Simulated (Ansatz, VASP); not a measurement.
# SnO: VASP beside Ansatz

```
Sn O
1.0
     3.81370    0.00000    0.00000
     0.00000    3.81370    0.00000
     0.00000    0.00000    4.88691
Sn O
2 2
Direct
  0.00000 0.50000 0.23403
  0.50000 0.00000 0.76597
  0.50000 0.50000 0.00000
  0.00000 0.00000 0.00000
```

Alike in both runs: functional r2SCAN; k mesh 9 × 9 × 7; occupations fermi-dirac, width 0.01 eV; no spin polarisation.

Ansatz relaxed the structure, and its values are those at the end. VASP's run is a single point on that final structure, the one shown.

|  | VASP | Ansatz |
| --- | --- | --- |
| version | VASP 6.6.1 | Ansatz 0.2.0 |
| potentials or method | VASP PAW PBE potentials, release 64 (Sn_d, O) | plane-wave PAW, scalar-relativistic |
| plane-wave cutoff (eV) | 520 | 500 |
| valence electrons in the cell | 40 | 40 |

Ansatz gave:

| Item | Value |
| --- | --- |
| gap on the k mesh at the Fermi level (eV) | 0.46 |
| pressure (GPa) | 0.0 |
| rms of the force components (eV/Å) | 0.000 |

**Question.** Which values does VASP return?

**Answer.** gap on the k mesh at the Fermi level (eV): 0.47; pressure (GPa): 0.5; rms of the force components (eV/Å): 0.060.

VASP's potentials were made for PBE, not for r2SCAN. Ansatz's warnings: stress scf threshold loose.
